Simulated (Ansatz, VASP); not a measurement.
# Hf4Ta in VASP and in Ansatz

```xyz
5
Lattice="4.4431 0.0000 0.0000 -2.2216 3.8479 0.0000 0.0000 0.0000 6.0803" Properties=species:S:1:pos:R:3 pbc="T T T"
Hf    0.0000    2.5652    4.4997
Hf    2.2216    1.2826    4.4997
Hf    2.2216    1.2826    1.5806
Hf    0.0000    2.5652    1.5806
Ta    0.0000    0.0000    3.0401
```

Alike in both runs: task single point; functional PBE; k mesh 6 × 6 × 4; occupations gaussian, width 0.1 eV; no spin polarisation.

```csv
,VASP,Ansatz
version,VASP 6.6.1,Ansatz 0.2.0
potentials or method,"VASP PAW PBE potentials, release 64 (Hf_pv, Ta_pv), cutoff 520 eV","scalar-relativistic, plane waves, PAW"
valence electrons in the cell,51,117
```

Ansatz gave:

| Item | Value |
| --- | --- |
| gap on the k mesh at the Fermi level (eV) | none |
| pressure (GPa) | 21.1 |
| traceless stress, the component that is largest in VASP (GPa) | -17.71 |
| rms of the force components (eV/Å) | 0.269 |

Q: Estimate VASP's values.

A: gap on the k mesh at the Fermi level (eV): none; pressure (GPa): 20.5; traceless stress, the component that is largest in VASP (GPa): -17.49; rms of the force components (eV/Å): 0.248.

Atom by atom the forces differ by 0.021 eV/Å (rms over components). A gap of «none» marks a metal or a gap that the smearing closes. The functional is the same, so the differences come from potentials, cutoffs and numerics. VASP's potentials hold 51 valence electrons a cell and Ansatz's 117, so a difference there can come from the potentials and not from the codes.

Spin-orbit coupling is off throughout.
